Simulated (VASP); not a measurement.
The system is SnSe2, a slab with vacuum.

```
Sn Se
1.0
     3.80149    0.00000    0.00000
    -1.90075    3.29219    0.00000
     0.00000    0.00000   18.00000
Sn Se
1 2
Cartesian
  0.0000 0.0000 9.0000
  0.0000 2.1948 10.5870
  1.9007 1.0974 7.4130
```

Base run:

```yaml
Program: VASP 6.6.1
Functional: r2SCAN
Potentials_or_basis: VASP PAW PBE potentials, release 64 (Sn_d, Se)
Cutoff: 550 eV
k_mesh: 9 × 9 × 1
Occupations: fermi-dirac, width 0.05 eV
Spin: no spin polarisation
```

Its results: band gap on the k mesh 1.15 eV, indirect (least direct gap 1.50 eV); largest force 0.015 eV/Å.

Question: The run is repeated on the same cell with these changes: functional from r2SCAN to PBEsol; cutoff from 550 eV to 500 eV. What comes out?

Answer: Band gap on the k mesh 0.80 eV, indirect (least direct gap 1.14 eV); largest force 0.020 eV/Å.

r2SCAN gives the wider gap, since meta-GGAs in the generalised Kohn-Sham scheme recover part of the derivative discontinuity.

Caveats: the PAW data sets were made with another functional, which shifts forces and pressure a little; spin-orbit coupling is left out, which moves the levels of the heavy elements.

A k mesh can miss the band edges.
